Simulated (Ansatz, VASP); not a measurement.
**Na in VASP and in Ansatz**

```
CELL_PARAMETERS angstrom
3.72933 0.00000 0.00000
-1.86467 3.22970 0.00000
0.00000 0.00000 6.15400
ATOMIC_POSITIONS crystal
Na 0.33333 0.66667 0.25000
Na 0.66667 0.33333 0.75000
```

Change from the starting cell: equal xx and yy strain of -1 %, crystal datasets.

Alike in both runs: task electric field gradients; functional LDA; k mesh 11 × 11 × 6; occupations fermi-dirac, width 0.05 eV; no spin polarisation.

|  | VASP | Ansatz |
| --- | --- | --- |
| version | VASP 6.6.1 | Ansatz 0.2.0 |
| potentials or method | VASP PAW LDA potentials, release 64 (Na_pv), cutoff 520 eV | all-electron PAW with datasets made for the crystal, scalar-relativistic |

|  | VASP | Ansatz | Ansatz less VASP |
| --- | --- | --- | --- |
| pressure (GPa) | -0.8 | -0.8 | +0.01 |
| traceless stress, the component that is largest in VASP (GPa) | 0.13 | 0.13 | -0.001 |
| size of Vzz on the site where it differs most (V/Å²) | 0.6 | 0.6 | -0.03 |

LDA's correlation is that of Perdew and Zunger in VASP and of Perdew and Wang (1992) in Ansatz. Ansatz ran all-electron here, and VASP with PAW potentials.
